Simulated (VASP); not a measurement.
Set up this calculation in VASP 6.6.1, as the native input.

```
Task                   : single point
Functional             : r2SCAN
Potentials or basis    : VASP PAW PBE potentials, release 64 (Te, Pb_d)
Cutoff                 : 520 eV
k mesh                 : 4 × 4 × 4
Occupations            : fermi-dirac, width 0.01 eV
Spin                   : no spin polarisation
Dipole correction      : no
Further INCAR settings : ALGO = Normal; EDIFF = 1e-07; NBANDS = 17
```

TePb:

```xyz
2
Lattice="4.4159 0.0000 0.0000 2.2079 3.8243 0.0000 2.2079 1.2748 3.6056" Properties=species:S:1:pos:R:3 pbc="T T T"
Te    4.4159    2.5495    1.8028
Pb    0.0000    0.0000    0.0000
```

One way to write it, as run:

POSCAR

```
TePb
1.0
    4.4158981403      0.0000000000      0.0000000000
    2.2079490701      3.8242799700      0.0000000000
    2.2079490701      1.2747599900      3.6055657333
Te Pb
1 1
Direct
    0.5000000000      0.5000000000      0.5000000000
    0.0000000000      0.0000000000      0.0000000000
```

INCAR.step1

```
SYSTEM = TePb
PREC     = Accurate       ! precision mode
ENCUT    = 520            ! plane-wave cutoff, eV
ISMEAR   = -1             ! smearing method
SIGMA    = 0.01           ! smearing width, eV
LREAL    = .False.        ! projectors in reciprocal space
LASPH    = .True.         ! aspherical terms in the spheres
NELM     = 60             ! most SCF steps
NBANDS   = 17             ! bands
GGA      = PE             ! functional
ALGO     = Normal         ! electronic algorithm
EDIFF    = 1E-4           ! SCF threshold, eV
LWAVE    = .True.         ! write WAVECAR
LCHARG   = .False.        ! write CHGCAR
```

INCAR.step2

```
SYSTEM = TePb
PREC     = Accurate       ! precision mode
ENCUT    = 520            ! plane-wave cutoff, eV
EDIFF    = 1E-7           ! SCF threshold, eV
ISMEAR   = -1             ! smearing method
SIGMA    = 0.01           ! smearing width, eV
LREAL    = .False.        ! projectors in reciprocal space
LASPH    = .True.         ! aspherical terms in the spheres
NELM     = 60             ! most SCF steps
ALGO     = Normal         ! electronic algorithm
ISIF     = 2              ! what is computed and relaxed
LWAVE    = .False.        ! write WAVECAR
LCHARG   = .False.        ! write CHGCAR
METAGGA  = R2SCAN         ! meta-GGA
LMIXTAU  = .True.       
NBANDS   = 17             ! bands
ISTART   = 1
```

KPOINTS

```
Automatic mesh
0
Gamma
  4 4 4
  0 0 0
```

Potentials or basis: VASP PAW PBE potentials, release 64 (Te, Pb_d).

The run is started by

```console
$ cat potpaw_PBE.64/Te/POTCAR potpaw_PBE.64/Pb_d/POTCAR > POTCAR
$ cp INCAR.step1 INCAR
$ mpirun -np 1 vasp_std > vasp.out
$ cp INCAR.step2 INCAR
$ mpirun -np 1 vasp_std > vasp.out
```

It gave:

| Property | Result |
| --- | --- |
| Pressure | 7.9 GPa |
| Band gap on the k mesh | 0.75 eV |

Caveat: the k points lie up to 0.44 Å⁻¹ apart; the PAW data sets were made with another functional, which shifts forces and pressure a little; spin-orbit coupling is left out, which moves the levels of the heavy elements.

Run time: 70 s on 1 thread of AMD EPYC 7R13 (shared host), peak memory 0.19 GiB.
